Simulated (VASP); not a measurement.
A run of VASP 6.6.1 is set up as follows.

Contents of INCAR:

```
SYSTEM = ScAsS
ALGO     = Normal         ! electronic algorithm
EDIFF    = 1E-6           ! SCF threshold, eV
ENCUT    = 520            ! plane-wave cutoff, eV
GGA      = PE             ! functional
ISIF     = 2              ! what is computed and relaxed
ISMEAR   = 0              ! smearing method
LASPH    = .True.         ! aspherical terms in the spheres
LCHARG   = .False.        ! write CHGCAR
LREAL    = .False.        ! projectors in reciprocal space
LWAVE    = .False.        ! write WAVECAR
NBANDS   = 18             ! bands
NELM     = 60             ! most SCF steps
PREC     = Accurate       ! precision mode
SIGMA    = 0.1            ! smearing width, eV
```

The input KPOINTS:

```
k-points
0
Gamma
  14 14 10
  0 0 0
```

Contents of POSCAR:

```
ScAsS
1.0
    3.5508479859      0.0000000000      0.0000000000
    0.0000000000      3.5508479859      0.0000000000
    0.0000000000      0.0000000000      5.1806914739
Sc As S
1 1 1
Direct
    0.0000000000      0.0000000000      0.0000000000
    0.5000000000      0.5000000000      0.5000000000
    0.5000000000      0.5000000000      0.0000000000
```

Potentials or basis: VASP PAW PBE potentials, release 64 (Sc_sv, As, S).

The run is started by

```bash
$ cat potpaw_PBE.64/Sc_sv/POTCAR potpaw_PBE.64/As/POTCAR potpaw_PBE.64/S/POTCAR > POTCAR
$ mpirun -np 1 vasp_std > vasp.out
```

(1) Estimate the pressure.

(2) What does it give for the band gap on the k mesh?

Results:

(1) 0.1 GPa.

(2) zero (bands 11 and 12 overlap by 2.71 eV).
